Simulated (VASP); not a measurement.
Set up this calculation in VASP 6.6.1, as the native input.

* Task: single point
* Functional: PBE
* Potentials or basis: VASP PAW PBE potentials, release 64 (Sr_sv, As, Ag)
* Cutoff: 520 eV
* k mesh: 5 × 5 × 5
* Occupations: fermi-dirac, width 0.1 eV
* Spin: no spin polarisation
* Dipole correction: no
* Further INCAR settings: ALGO = Normal; EDIFF = 1e-07; NBANDS = 41

The structure of SrAg4As2 lies in POSCAR:

```
SrAg4As2
1.0
    2.2431440000      3.8852340000      0.0000000000
   -2.2431440000      3.8852340000      0.0000000000
    0.0000000000     -2.5901560000      8.3442280000
Sr As Ag
1 2 4
Direct
    0.0000000000      0.0000000000      0.0000000000
    0.2474000000      0.2474000000      0.7422000000
    0.7526000000      0.7526000000      0.2578000000
    0.1434000000      0.1434000000      0.4302000000
    0.8566000000      0.8566000000      0.5698000000
    0.4385000000      0.4385000000      0.3155000000
    0.5615000000      0.5615000000      0.6845000000
```

The input as run:

INCAR

```
  PREC = Accurate
  ENCUT = 520
  EDIFF = 1E-7
  ISMEAR = -1
  SIGMA = 0.1
  LREAL = False
  LASPH = True
  NELM = 100
  ALGO = Normal
  ISIF = 2
  LWAVE = False
  LCHARG = True
  GGA = PE
  LELF = True
  LVHAR = True
  NBANDS = 41
```

KPOINTS

```
regular mesh
0
Gamma
  5 5 5
```

Potentials or basis: VASP PAW PBE potentials, release 64 (Sr_sv, As, Ag).

Run with:

```console
$ cat potpaw_PBE.64/Sr_sv/POTCAR potpaw_PBE.64/As/POTCAR potpaw_PBE.64/Ag/POTCAR > POTCAR
$ mpirun -np 1 vasp_std > vasp.out
```

It gave:

The pressure is 6.0 GPa and the largest force is 1.363 eV/Å. The band gap on the k mesh is zero (band 32 reaches 7.01 eV, above the bottom of band 33 at 6.60 eV).

Caveat: forces of over 1 eV/Å act on the atoms, so gaps and moduli don't describe the material at rest.

Wall time 4.7 min on 1 thread of Oxide Virtual Turin-like Processor, on a shared host, peak memory 0.31 GiB.
